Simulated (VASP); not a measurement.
Rh, 2 atoms in the cell. Symmetry: P6_3/mmc, No. 194, hexagonal system. Conventional cell: a = 2.761 Å, b = 2.761 Å, c = 4.270 Å, α = 90.00°, β = 90.00°, γ = 120.00°. Rh (site symmetry -6m2) has 12 Rh at 2.66 to 2.76 Å within 3.5 Å. This isn't the form of Rh at room conditions, which is fcc.

```yaml
Program: VASP 6.6.1
Task: single point
Functional: PBEsol
Potentials_or_basis: VASP PAW PBE potentials, release 64 (Rh_pv)
Cutoff: 520 eV
k_mesh: 21 × 21 × 12
Occupations: gaussian, width 0.15 eV
Spin: no spin polarisation
Dipole_correction: no
Further_INCAR_settings: ALGO = Fast; EDIFF = 1e-07; NBANDS = 22
```

Potentials or basis: VASP PAW PBE potentials, release 64 (Rh_pv).

The run is started by

```bash
$ cat potpaw_PBE.64/Rh_pv/POTCAR > POTCAR
$ mpirun -np 1 vasp_std > vasp.out
```

Hardware: 1 thread of Intel(R) Xeon(R) 6975P-C (Granite Rapids) (shared host).

Estimate the wall time of this run.

It took 79 s on 1 thread of Intel(R) Xeon(R) 6975P-C (Granite Rapids), with other jobs on the host, peak memory 0.27 GiB. Counts: scf iterations 15, k points 336.
